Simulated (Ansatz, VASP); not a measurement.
Two plane-wave programs on CsH2

Contents of POSCAR:

```
CsH2
1.0
    7.2776920000      0.0000000000      0.0000000000
    0.0000000000      4.4660510000      0.0000000000
    0.0000000000      0.0000000000      8.4199210000
H Cs
8 4
Direct
    0.0430000000      0.2500000000      0.1740000000
    0.4570000000      0.7500000000      0.6740000000
    0.5430000000      0.2500000000      0.3260000000
    0.9570000000      0.7500000000      0.8260000000
    0.6460000000      0.2500000000      0.9135000000
    0.8540000000      0.7500000000      0.4135000000
    0.1460000000      0.2500000000      0.5865000000
    0.3540000000      0.7500000000      0.0865000000
    0.2602900000      0.2500000000      0.8886300000
    0.2397100000      0.7500000000      0.3886300000
    0.7602900000      0.2500000000      0.6113700000
    0.7397100000      0.7500000000      0.1113700000
```

INCAR.step1

```
PREC     = Accurate       # precision mode
ENCUT    = 520            # plane-wave cutoff, eV
ISMEAR   = 1              # smearing method
SIGMA    = 0.022          # smearing width, eV
LREAL    = False          # projectors in reciprocal space
LASPH    = True           # aspherical terms in the spheres
NELM     = 80             # most SCF steps
NBANDS   = 34             # bands
GGA      = PE             # functional
ALGO     = Normal         # electronic algorithm
EDIFF    = 1E-4           # SCF threshold, eV
LWAVE    = True           # write WAVECAR
LCHARG   = False          # write CHGCAR
```

Contents of INCAR.step2:

```
PREC     = Accurate       # precision mode
ENCUT    = 520            # plane-wave cutoff, eV
EDIFF    = 1E-6           # SCF threshold, eV
ISMEAR   = 1              # smearing method
SIGMA    = 0.022          # smearing width, eV
LREAL    = False          # projectors in reciprocal space
LASPH    = True           # aspherical terms in the spheres
NELM     = 80             # most SCF steps
ALGO     = Normal         # electronic algorithm
ISIF     = 2              # what is computed and relaxed
LWAVE    = False          # write WAVECAR
LCHARG   = False          # write CHGCAR
METAGGA  = R2SCAN         # meta-GGA
LMIXTAU  = True         
NBANDS   = 34             # bands
ISTART   = 1
```

KPOINTS

```
regular mesh
0
Gamma
  4 6 3
```

Input for Ansatz:

```yaml
crystal:
  lattice:
    - [7.277692, 0.0, 0.0]
    - [0.0, 4.466051, 0.0]
    - [0.0, 0.0, 8.419921]
  atoms:
    - { symbol: H, position: [0.043, 0.25, 0.174] }
    - { symbol: H, position: [0.457, 0.75, 0.674] }
    - { symbol: H, position: [0.543, 0.25, 0.326] }
    - { symbol: H, position: [0.957, 0.75, 0.826] }
    - { symbol: Cs, position: [0.26029, 0.25, 0.88863] }
    - { symbol: Cs, position: [0.23971, 0.75, 0.38863] }
    - { symbol: Cs, position: [0.76029, 0.25, 0.61137] }
    - { symbol: Cs, position: [0.73971, 0.75, 0.11137] }
    - { symbol: H, position: [0.646, 0.25, 0.9135] }
    - { symbol: H, position: [0.854, 0.75, 0.4135] }
    - { symbol: H, position: [0.146, 0.25, 0.5865] }
    - { symbol: H, position: [0.354, 0.75, 0.0865] }
  symmetry: { tolerance: 0.0003 }
kpoints:
  mp_grid: { grid: [4, 6, 3], shift: [0, 0, 0] }
  band_path:
    path:
      - [0.0, 0.0, 0.0]
      - [0.5, 0.0, 0.0]
      - [0.5, 0.5, 0.0]
      - [0.0, 0.5, 0.0]
      - [0.0, 0.0, 0.0]
      - [0.0, 0.0, 0.5]
      - [0.5, 0.0, 0.5]
      - [0.5, 0.5, 0.5]
      - [0.0, 0.5, 0.5]
      - [0.0, 0.0, 0.5]
      - [0.5, 0.0, 0.0]
    npoints: 6
magnetization:
  spin_polarized: false
scf:
  occupations: { method: methfessel_paxton, width: 0.022 }
  lower_state_search: "off"
  max_iter: 200
hamiltonian:
  pseudopotentials: { kind: paw }
  xc: r2scan
basis:
  ecutwfc: 500
  fft_grid_basis: typed
output:
  forces: true
  stress: true
  eigenvalues: true
  bader: true
  populations: true
  elf: true
  write_potential: true
  volumetric_format: npy
  dos:
    e_range: [-12, 8]
    de: 0.05
    projected: { site_lists: { Cs: [Cs], H: [H] } }
checkpoint:
  read: saved_state
```

Alike in both runs: task single point; functional r2SCAN; k mesh 4 × 6 × 3; occupations methfessel-paxton of order 1, width 0.022 eV; no spin polarisation.

|  | VASP | Ansatz |
| --- | --- | --- |
| version | VASP 6.6.1 | Ansatz 0.2.0 |
| potentials or method | VASP PAW PBE potentials, release 64 (H, Cs_sv), cutoff 520 eV | PAW plane waves |
| valence electrons in the cell | 44 | 44 |

|  | VASP | Ansatz | Ansatz less VASP |
| --- | --- | --- | --- |
| pressure (GPa) | 0.3 | 0.3 | -0.04 |
| rms of the force components (eV/Å) | 0.104 | 0.102 | -0.0025 |

VASP's potentials were made for PBE, not for r2SCAN. With one functional, cell and mesh, what is left measures potentials, basis and numerics.

Neither program's run includes spin-orbit coupling.
